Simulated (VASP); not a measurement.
Here is a VASP 6.6.1 calculation.

The input INCAR:

```
SYSTEM = CaO
ALGO     = Normal         ! electronic algorithm
EDIFF    = 1E-7           ! SCF threshold, eV
ENCUT    = 520            ! plane-wave cutoff, eV
GGA      = PE             ! functional
ISIF     = 2              ! what is computed and relaxed
ISMEAR   = 0              ! smearing method
LASPH    = .True.         ! aspherical terms in the spheres
LCHARG   = .True.         ! write CHGCAR
LELF     = .True.         ! ELF
LREAL    = .False.        ! projectors in reciprocal space
LVHAR    = .True.       
LWAVE    = .False.        ! write WAVECAR
NBANDS   = 24             ! bands
NELM     = 100            ! most SCF steps
PREC     = Accurate       ! precision mode
SIGMA    = 0.05           ! smearing width, eV
```

KPOINTS

```
k-points
0
Gamma
  9 9 6
  0 0 0
```

Contents of POSCAR:

```
CaO
1.0
    4.0518554619      0.0000000000      0.0000000000
   -2.0259277309      3.5090097624      0.0000000000
    0.0000000000      0.0000000000      4.8566126101
Ca O
2 2
Direct
    0.3333333333      0.6666666667      0.7500000000
    0.6666666667      0.3333333333      0.2500000000
    0.3333333333      0.6666666667      0.2500000000
    0.6666666667      0.3333333333      0.7500000000
```

Potentials or basis: VASP PAW PBE potentials, release 64 (Ca_sv, O).

Launch:

```bash
$ cat potpaw_PBE.64/Ca_sv/POTCAR potpaw_PBE.64/O/POTCAR > POTCAR
$ mpirun -np 1 vasp_std > vasp.out
```

Problem. Estimate the band gap on the k mesh.

Solution. 3.00 eV, direct.

Problem. Estimate the pressure.

Solution. -2.3 GPa.

Stress tensor (GPa, compression positive):
```
-2.24  0.00  0.00
 0.00 -2.24  0.00
 0.00  0.00 -2.33
```

Caveat: the cell differs from its parent crystal (strain +0.015 along x and y, +0.015 along z). A k mesh can miss the band edges.
